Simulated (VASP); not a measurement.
Input of a VASP 6.6.1 run:

File INCAR:

```
SYSTEM = PbSe
PREC = Accurate
ENCUT = 520
EDIFF = 1E-7
ISMEAR = 0
SIGMA = 0.02
LREAL = .FALSE.
LASPH = .TRUE.
NELM = 100
ALGO = Normal
ISIF = 2
LWAVE = .FALSE.
LCHARG = .TRUE.
GGA = PE
LELF = .TRUE.
LVHAR = .TRUE.
NBANDS = 28
```

KPOINTS

```
regular mesh
0
G
  8 8 6
  0 0 0
```

POSCAR

```
PbSe
1.0
    2.1355042495     -6.0485014634      0.0430975318
    2.1355042495      6.0485014634      0.0430975318
    0.0890098714      0.0000000000      4.5001610782
Pb Se
2 2
Direct
    0.6287783120      0.3712216880      0.7500000000
    0.3663980132      0.6336019868      0.2500000000
    0.8636782861      0.1363217139      0.7500000000
    0.1411453887      0.8588546113      0.2500000000
```

Potentials or basis: VASP PAW PBE potentials, release 64 (Pb_d, Se).

Launch:

```console
$ cat potpaw_PBE.64/Pb_d/POTCAR potpaw_PBE.64/Se/POTCAR > POTCAR
$ mpirun -np 1 vasp_std > vasp.out
```

Q: Estimate the band gap on the k mesh.

A: 0.98 eV, indirect (least direct gap 1.12 eV).

Q: Predict the largest force.

A: 0.563 eV/Å.

Stress tensor (GPa, compression positive):
```
 1.53  0.00 -2.16
 0.00  2.77  0.00
-2.16  0.00  0.95
```

Caveat: the cell differs from its parent crystal (strained and its atoms moved); spin-orbit coupling is left out, which moves the levels of the heavy elements. A k mesh can miss the band edges.
